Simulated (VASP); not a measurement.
# LiF (Pm-3m) in VASP: settings compared

Aim: see how the results for LiF move with the level of theory and the settings. Levels: r2SCAN, HSE06. Tasks: single point.

Everything below comes from runs of VASP 6.6.1. Logs are shortened: lines on timing, memory, paths and dates and some standing lists are left out, and cuts for length are marked.

## 1. The cell of the first run

The structure is cubic, space group Pm-3m (No. 221). Conventional cell: a = 2.516 Å, b = 2.516 Å, c = 2.516 Å, α = 90.00°, β = 90.00°, γ = 90.00°. Li (site symmetry m-3m) has 8 F at 2.18 Å and 6 Li at 2.52 Å within 2.9 Å. F (site symmetry m-3m) has 8 Li at 2.18 Å and 6 F at 2.52 Å within 2.9 Å.

## 2. Single point, r2SCAN

Contents of POSCAR:

```
LiF
1.0
    2.5162584444      0.0000000000      0.0000000000
    0.0000000000      2.5162584444      0.0000000000
    0.0000000000      0.0000000000      2.5162584444
Li F
1 1
Direct
    0.0000000000      0.0000000000      0.0000000000
    0.5000000000      0.5000000000      0.5000000000
```

Contents of INCAR.step1:

```
PREC = Accurate ; ENCUT = 520
ISMEAR = 1 ; SIGMA = 0.2
LREAL = False ; LASPH = True
NELM = 60 ; NBANDS = 12
GGA = PE ; ALGO = Normal
EDIFF = 1E-4 ; LWAVE = True
LCHARG = False
```

Contents of INCAR.step2:

```
PREC = Accurate ; ENCUT = 520
EDIFF = 1E-7 ; ISMEAR = 1
SIGMA = 0.2 ; LREAL = False
LASPH = True ; NELM = 60
ALGO = Normal ; ISIF = 2
LWAVE = False ; LCHARG = False
METAGGA = R2SCAN ; LMIXTAU = True
NBANDS = 12 ; ISTART = 1
```

Contents of KPOINTS:

```
regular mesh
0
Gamma
  8 8 8
```

Potentials or basis: VASP PAW PBE potentials, release 64 (Li_sv, F).

Run with:

```
cat potpaw_PBE.64/Li_sv/POTCAR potpaw_PBE.64/F/POTCAR > POTCAR
cp INCAR.step1 INCAR
mpirun -np 1 vasp_std > vasp.out
cp INCAR.step2 INCAR
mpirun -np 1 vasp_std > vasp.out
```

OUTCAR:

```text
PREC = Accurate
   ENCUT = 520
   EDIFF = 1E-7
   ISMEAR = 1
   LREAL = False
   LASPH = True
   NELM = 60
   ISIF = 2
   METAGGA = R2SCAN
   ISTART = 1

 ion  position               nearest neighbor table
   1  0.000  0.000  0.000-   2 2.18   2 2.18   2 2.18   2 2.18   2 2.18   2 2.18   2 2.18   2 2.18

   2  0.500  0.500  0.500-   1 2.18   1 2.18   1 2.18   1 2.18   1 2.18   1 2.18   1 2.18   1 2.18

  LATTYP: Found a simple cubic cell.
 ALAT       =     2.5162584444

  Lattice vectors:

 A1 = (   2.5162584444,   0.0000000000,   0.0000000000)
 A2 = (   0.0000000000,   2.5162584444,   0.0000000000)
 A3 = (   0.0000000000,   0.0000000000,   2.5162584444)

Analysis of symmetry for initial positions (statically):
=====================================================================
 Subroutine PRICEL returns:
 Original cell was already a primitive cell.

 Routine SETGRP: Setting up the symmetry group for a
 simple cubic supercell.

 Subroutine GETGRP returns: Found 48 space group operations
 (whereof 48 operations were pure point group operations)
 out of a pool of 48 trial point group operations.

The static configuration has the point symmetry O_h .

Analysis of symmetry for dynamics (positions and initial velocities):
=====================================================================
 Subroutine PRICEL returns:
 Original cell was already a primitive cell.

 Routine SETGRP: Setting up the symmetry group for a
 simple cubic supercell.

 Subroutine GETGRP returns: Found 48 space group operations
 (whereof 48 operations were pure point group operations)
 out of a pool of 48 trial point group operations.

The dynamic configuration has the point symmetry O_h .

 Subroutine INISYM returns: Found 48 space group operations
 (whereof 48 operations are pure point group operations),
 and found     1 'primitive' translations

----------------------------------------------------------------------------------------

                                     Primitive cell

  volume of cell :      15.9318

  direct lattice vectors                    reciprocal lattice vectors
     2.516258444  0.000000000  0.000000000     0.397415457  0.000000000  0.000000000
     0.000000000  2.516258444  0.000000000     0.000000000  0.397415457  0.000000000
     0.000000000  0.000000000  2.516258444     0.000000000  0.000000000  0.397415457

  length of vectors
     2.516258444  2.516258444  2.516258444     0.397415457  0.397415457  0.397415457

  position of ions in fractional coordinates (direct lattice)
     0.000000000  0.000000000  0.000000000
     0.500000000  0.500000000  0.500000000

  ion indices of the primitive-cell ions
   primitive index   ion index
                 1           1
                 2           2

----------------------------------------------------------------------------------------

 KPOINTS: regular mesh

Automatic generation of k-mesh.
 Grid dimensions read from file:
 generate k-points for:    8    8    8

 Generating k-lattice:

  Cartesian coordinates                     Fractional coordinates (reciprocal lattice)
     0.049676932  0.000000000  0.000000000     0.125000000  0.000000000  0.000000000
     0.000000000  0.049676932  0.000000000     0.000000000  0.125000000  0.000000000
     0.000000000  0.000000000  0.049676932     0.000000000  0.000000000  0.125000000

  Length of vectors
     0.049676932  0.049676932  0.049676932

  Shift w.r.t. Gamma in fractional coordinates (k-lattice)
     0.000000000  0.000000000  0.000000000

 Subroutine IBZKPT returns following result:
 ===========================================

 Found     35 irreducible k-points:

 Following reciprocal coordinates:
            Coordinates               Weight
  0.000000  0.000000  0.000000      1.000000
  0.125000  0.000000  0.000000      6.000000
  0.250000  0.000000  0.000000      6.000000
  0.375000  0.000000  0.000000      6.000000
  0.500000  0.000000  0.000000      3.000000
  0.125000  0.125000  0.000000     12.000000
[... 16 lines left out ...]
  0.375000  0.375000  0.125000     24.000000
  0.500000  0.375000  0.125000     24.000000
 [... further k-points ...]
   k-points           NKPTS =     35   k-points in BZ     NKDIM =     35   number of bands    NBANDS=     12
   number of dos      NEDOS =    301   number of ions     NIONS =      2
   total plane-waves  NPLWV =   8000
   dimension x,y,z NGX =    20 NGY =   20 NGZ =   20
   dimension x,y,z NGXF=    40 NGYF=   40 NGZF=   40
   ions per type =               1   1
   NGX,Y,Z   is equivalent  to a cutoff of  13.21, 13.21, 13.21 a.u.
   NGXF,Y,Z  is equivalent  to a cutoff of  26.43, 26.43, 26.43 a.u.
 SYSTEM =  unknown system
   PREC   = accura    normal or accurate (medium, high low for compatibility)
   ISTART =      1    job   : 0-new  1-cont  2-samecut
   ICHARG =      0    charge: 1-file 2-atom 10-const
   ISPIN  =      1    spin polarized calculation?
   LNONCOLLINEAR =      F non collinear calculations
   LSORBIT =      F    spin-orbit coupling
   LASPH  =      T    aspherical Exc in radial PAW
   ENCUT  =  520.0 eV  38.22 Ry    6.18 a.u.   4.68  4.68  4.68*2*pi/ulx,y,z
   NELM   =     60;   NELMIN=  2; NELMDL=  0     # of ELM steps
   EDIFF  = 0.1E-06   stopping-criterion for ELM
   LREAL  =      F    real-space projection
   EDIFFG = 0.1E-05   stopping-criterion for IOM
   NSW    =      0    number of steps for IOM
   IBRION =     -1    ionic relax: 0-MD 1-quasi-New 2-CG
   NFREE  =      0    steps in history (QN), initial steepest desc. (CG)
   ISIF   =      2    stress and relaxation
   ISYM   =      2    0-nonsym 1-usesym 2-fastsym
   POTIM  = 0.5000    time-step for ionic-motion
   TEBEG  =    0.0;   TEEND  =   0.0 temperature during run
   PSTRESS=    0.0 pullay stress
   NELECT =      10.0000    total number of electrons
   NUPDOWN=      -1.0000    fix difference up-down
   EMIN   =  10.00;   EMAX   =-10.00  energy-range for DOS
   EFERMI =   0.00;   METHOD = LEGACY
   ISMEAR =     1;   SIGMA  =   0.20  broadening in eV -4-tet -1-fermi 0-gaus
   EFERMI_NEDOS =   21; number of points for ismear=-14 and -15
   IALGO  =     38    algorithm
   IMIX   =      4    mixing-type and parameters
     AMIX     =   0.40;   BMIX     =  1.00
     AMIX_MAG =   1.60;   BMIX_MAG =  1.00
  volume/ion in A,a.u.               =       7.97        53.76
  Fermi-wavevector in a.u.,A,eV,Ry     =   1.401693  2.648816 26.731957  1.964743
  Thomas-Fermi vector in A             =   2.524529
   LORBIT       =      0    0 simple, 1 ext, 2 COOP (PROOUT), +10 PAW based schemes
   METAGGA = R2SCAN    functional components
   LHFCALC =     F    Hartree Fock is set to
   AEXX    =    0.0000 exact exchange contribution
   IVDW    =     0    specifies the selected vdW correction
   LEPSILON=     F    determine dielectric tensor
   LRPA    =     F    only Hartree local field effects (RPA)
 non-spin polarized calculation
 Methfessel and Paxton  Order N= 1 SIGMA  =   0.20
  energy-cutoff  :      520.00
  volume of cell :       15.93
 maximum number of plane-waves:       442
 NGX is ok and might be reduce to    20
   NGX =  9   NGY =  9   NGZ =  9

 number of electron      10.0000023 magnetization

 Free energy of the ion-electron system (eV)
  ---------------------------------------------------
  ext. energy  EPLUGINS =         0.00000000
  ---------------------------------------------------
  free energy    TOTEN  =       -11.27243758 eV

  energy without entropy =      -11.27493195  energy(sigma->0) =      -11.27326904

 E-fermi :  -0.0619     XC(G=0): -10.7397

 val. band max:       -0.1305650135   @ k =   0.5000   0.5000   0.0000
 cond. band min:       8.9881060888   @ k =   0.0000   0.0000   0.0000
 fundamental gap:      9.1186711023
 Fermi energy:        -0.0619176807

 k-point     1 :       0.0000    0.0000    0.0000
  band No.  band energies     occupation
      1     -44.1198      2.00000
      2     -22.2901      2.00000
      3      -0.8686      2.00000
      4      -0.8686      2.00000
      5      -0.8686      2.00000
      6       8.9881      0.00000
      7      20.0803      0.00000
      8      20.0803      0.00000
      9      23.2085      0.00000
     10      23.2085      0.00000
     11      23.2085      0.00000
     12      40.5024      0.00000

 k-point     2 :       0.1250    0.0000    0.0000
  band No.  band energies     occupation
      1     -44.1121      2.00000
      2     -22.2221      2.00000
      3      -1.4232      2.00000
      4      -0.8082      2.00000
      5      -0.8082      2.00000
      6       9.3283      0.00000
      7      18.4705      0.00000
      8      20.4579      0.00000
      9      23.1066      0.00000
     10      23.1066      0.00000
     11      25.8161      0.00000
     12      38.5417      0.00000

 k-point     3 :       0.2500    0.0000    0.0000
  band No.  band energies     occupation
      1     -44.0931      2.00000
      2     -22.0518      2.00000
      3      -2.6038      2.00000
      4      -0.6592      2.00020
      5      -0.6592      2.00020
      6       9.9250      0.00000
      7      16.8331      0.00000
      8      21.5905      0.00000
      9      22.8187      0.00000
     10      22.8187      0.00000
     11      30.4032      0.00000
     12      33.6873      0.00000
[... 286 lines left out ...]
 k-point    23 :       0.3750    0.3750    0.1250
  band No.  band energies     occupation
      1     -44.0299      2.00000
      2     -21.3233      2.00000
      3      -3.2123      2.00000
      4      -3.1523      2.00000
      5      -0.6613      2.00019
      6      13.6057      0.00000
      7      15.1334      0.00000
      8      15.2989      0.00000
      9      23.4495      0.00000
     10      24.9929      0.00000
     11      29.4653      0.00000
     12      31.7041      0.00000

 k-point    24 :       0.5000    0.3750    0.1250
  band No.  band energies     occupation
      1     -44.0234      2.00000
      2     -21.2360      2.00000
      3      -3.5746      2.00000
      4      -3.1108      2.00000
      5      -0.5945      2.00108
      6      14.0953      0.00000
      7      14.5971      0.00000
      8      15.2180      0.00000
      9      22.7287      0.00000
     10      25.6145      0.00000
     11      29.0616      0.00000
     12      31.0150      0.00000

 [... further k-points ...]

------------------------ aborting loop because EDIFF is reached ----------------------------------------

  FORCE on cell =-STRESS in cart. coord.  units (eV):
  Direction    XX          YY          ZZ          XY          YZ          ZX
  --------------------------------------------------------------------------------------
  -------------------------------------------------------------------------------------
  Total       -0.1155459     -0.1155459     -0.1155459      0.0000000      0.0000000     -0.0000000
  in kB      -11.6198229    -11.6198229    -11.6198229      0.0000000      0.0000000     -0.0000000
  external PRESSURE =     -11.6198229 kB  Pullay stress =       0.0000000 kB

 VOLUME and BASIS-vectors are now :
 -----------------------------------------------------------------------------
  energy-cutoff  :      520.00
  volume of cell :       15.93
      direct lattice vectors                 reciprocal lattice vectors
     2.516258444  0.000000000  0.000000000     0.397415457  0.000000000  0.000000000
     0.000000000  2.516258444  0.000000000     0.000000000  0.397415457  0.000000000
     0.000000000  0.000000000  2.516258444     0.000000000  0.000000000  0.397415457

 POSITION                                       TOTAL-FORCE (eV/Angst)
 -----------------------------------------------------------------------------------
      0.00000      0.00000      0.00000         0.000000      0.000000      0.000000
      1.25813      1.25813      1.25813         0.000000      0.000000      0.000000
 -----------------------------------------------------------------------------------
    total drift:                                0.000000      0.000000      0.000000

  FREE ENERGIE OF THE ION-ELECTRON SYSTEM (eV)
  ---------------------------------------------------
  free  energy   TOTEN  =       -11.2724375760 eV

  energy  without entropy=      -11.2749319543  energy(sigma->0) =      -11.27326904
```

Wall time 22 s (1 thread of AMD EPYC 9R45 (Zen 5), shared host); peak memory 0.09 GiB.

What came out:

```yaml
Free_energy: -11.2724 eV
Band_gap_on_the_k_mesh: 9.12 eV (least direct gap 9.86 eV)
```

Levels at points of the mesh, in eV from the valence-band top:
| k point | band 2 | band 3 | band 4 | band 5 | band 6 | band 7 | band 8 | band 9 |
| --- | --- | --- | --- | --- | --- | --- | --- | --- |
| (0.00, 0.00, 0.00) | -22.16 | -0.74 | -0.74 | -0.74 | 9.12 | 20.21 | 20.21 | 23.34 |
| (0.50, 0.00, 0.00) | -21.67 | -3.90 | -0.31 | -0.31 | 10.43 | 15.97 | 22.44 | 22.44 |
| (0.50, 0.50, 0.00) | -21.08 | -3.51 | -3.51 | 0.00 | 14.95 | 15.30 | 15.30 | 21.14 |
| (0.50, 0.50, 0.50) | -20.60 | -2.47 | -2.47 | -2.47 | 12.33 | 12.33 | 12.33 | 26.39 |

Caveat: the cutoff is under 1.25 times the usual one of these potentials, so pressure, stress and relaxed cells hold a basis-set (Pulay) error; the PAW data sets were made with another functional, which shifts forces and pressure a little. A k mesh can miss the band edges.

(Part 1 of 2 ends here.)
